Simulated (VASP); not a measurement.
Crystal: Au.

```
Au
1.0
     1.41131   -2.55593    0.00000
     1.41131    2.55593    0.00000
     0.00000    0.00000    4.89317
Au
2
Direct
  0.66533 0.33467 0.25000
  0.33467 0.66533 0.75000
```

Base run:

```yaml
Program: VASP 6.6.1
Functional: PBE
Potentials_or_basis: VASP PAW PBE potentials, release 64 (Au)
Cutoff: 520 eV
k_mesh: 8 × 8 × 4
Occupations: gaussian, width 0.1 eV
Spin: no spin polarisation
```

Its results: band gap on the k mesh zero (band 11 reaches 12.32 eV, above the bottom of band 12 at 6.37 eV); pressure 3.4 GPa.

Q: The run is repeated on the same cell with these changes: k mesh from 8 × 8 × 4 to 12 × 12 × 6. What comes out?

A: Band gap on the k mesh zero (band 11 reaches 12.91 eV, above the bottom of band 12 at 6.36 eV); pressure 2.9 GPa.

Caveats: spin-orbit coupling is left out, which moves the levels of the heavy elements.
